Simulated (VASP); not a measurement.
Input of a VASP 6.6.1 run:

The input INCAR:

```
ALGO = Normal ; EDIFF = 1E-6
ENCUT = 520 ; GGA = PE
ISIF = 2 ; ISMEAR = 0
IVDW = 12 ; LASPH = T
LCHARG = F ; LREAL = Auto
LWAVE = F ; NBANDS = 79
NELM = 80 ; PREC = Accurate
SIGMA = 0.02
```

File KPOINTS:

```
k-points
0
Gamma
  2 2 3
```

File POSCAR:

```
Si7O16
1.0
   -4.1790000000     -4.1790000000      0.0000000000
    4.1790000000     -4.1790000000      0.0000000000
    0.0000000000      0.0000000000      5.3298000000
Si O
7 16
Direct
    0.5006825807      0.4994233499      0.0012819051
    0.5010167070      0.4994207937      0.4977450043
    0.0007541251      0.4994645536      0.7495401049
    0.0008413057     -0.0005407623     -0.0006583278
    0.5008126155     -0.0005727676      0.2495797280
    0.0007890956     -0.0005485542      0.4996927069
    0.5007875310     -0.0005322123      0.7495393427
    0.2071270119      0.4994736934     -0.0169628964
    0.0008147956      0.1845173501      0.2495125587
    0.7942534453      0.4994713414     -0.0171984101
    0.0008266456      0.8143787275      0.2495050582
    0.2073653213      0.4994715194      0.5162891357
    0.0007692654      0.1931568358      0.7495213533
    0.7945469448      0.4994739406      0.5159135519
    0.0007895232      0.8057569058      0.7495227344
    0.6943964959     -0.0005527905     -0.0018280384
    0.5008252406      0.6952826050      0.2495302760
    0.3072386055     -0.0005623826     -0.0017980691
    0.5008000693      0.3035822525      0.2495285444
    0.6943990730     -0.0005495256      0.5009206431
    0.5008161424      0.6984982398      0.7495050855
    0.3071849756     -0.0005746452      0.5009272077
    0.5007973839      0.3003662317      0.7495053009
```

Potentials or basis: VASP PAW PBE potentials, release 64 (Si, O).

Command:

```sh
$ cat potpaw_PBE.64/Si/POTCAR potpaw_PBE.64/O/POTCAR > POTCAR
$ mpirun -np 1 vasp_std > vasp.out
```

**Question.** Estimate the pressure.

**Answer.** 7.6 GPa.

**Question.** What does it give for the dispersion energy per atom?

**Answer.** -0.214 eV.

**Question.** What does it give for the band gap on the k mesh?

**Answer.** Zero (band 62 reaches 6.43 eV, above the bottom of band 63 at 6.31 eV).

Stress tensor (GPa, compression positive):
```
 6.55 -0.71  0.00
-0.71  6.55  0.00
 0.00  0.00  9.76
```

Caveat: the k points lie up to 0.53 Å⁻¹ apart.
